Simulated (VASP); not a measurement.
**AlGaN2: single point with LDA**

AlGaN2:

```
Al Ga N
1.0
     3.11529    0.00000    0.00000
     0.00000    3.11529    0.00000
     0.00000    0.00000    8.76866
Al Ga N
2 2 4
Direct
  0.50000 0.50000 0.25000
  0.50000 0.50000 0.75000
  0.00000 0.00000 0.99237
  0.00000 0.00000 0.50763
  0.50000 0.00000 0.33581
  0.50000 0.00000 0.90424
  0.00000 0.50000 0.16419
  0.00000 0.50000 0.59576
```

This cell differs from its parent crystal: atoms displaced along a vibrational mode.

| Item | Value |
| --- | --- |
| Program | VASP 6.6.1 |
| Task | single point |
| Functional | LDA |
| Potentials or basis | VASP PAW LDA potentials, release 64 (Al, Ga_d, N) |
| Cutoff | 520 eV |
| k mesh | 8 × 8 × 4 |
| Occupations | gaussian, width 0.05 eV |
| Spin | no spin polarisation |

```yaml
Pressure: 17.1 GPa
Largest_force: 7.970 eV/Å
Band_gap_on_the_k_mesh: 0.22 eV (least direct gap 0.27 eV)
```

Forces in eV/Å, atoms in the order of the input:
```
Al   0.000  0.000  0.000
Al   0.000  0.000  0.000
Ga   0.000  0.000  7.970
Ga   0.000  0.000 -7.970
N    0.000  0.000  7.211
N    0.000  0.000 -7.448
N    0.000  0.000 -7.211
N    0.000  0.000  7.448
```

Stress tensor (GPa, compression positive):
```
27.48  0.00  0.00
 0.00 27.48  0.00
 0.00  0.00 -3.72
```

Levels at points of the mesh, in eV from the valence-band top:
```
           k point  band 24  band 25  band 26  band 27  band 28  band 29
(0.00, 0.00, 0.00)    -1.80     0.00     0.00     0.27     0.27     4.65
(0.50, 0.00, 0.00)    -1.49    -1.17    -0.43     1.93     2.54     4.45
(0.50, 0.50, 0.00)    -3.17    -2.60    -2.13     0.22     0.22     3.50
(0.00, 0.00, 0.50)    -2.41    -0.02    -0.02     0.46     0.55     4.33
(0.50, 0.00, 0.50)    -1.81    -1.74    -0.43     2.29     2.61     4.51
(0.50, 0.50, 0.50)    -3.39    -2.68    -2.41     0.63     0.63     4.19
```

Run time: 110 s on 1 thread of Intel(R) Xeon(R) Platinum 8259CL CPU @ 2.50GHz (Skylake/Cascade Lake), on a shared host, peak memory 0.24 GiB.

Caveat: the cell differs from its parent crystal (atoms displaced along a vibrational mode); the stress differs along the axes, from -4 to 27 GPa; semilocal functionals underestimate gaps, and a narrow one can read as zero; forces of over 1 eV/Å act on the atoms, so gaps and moduli don't describe the material at rest. A k mesh can miss the band edges.
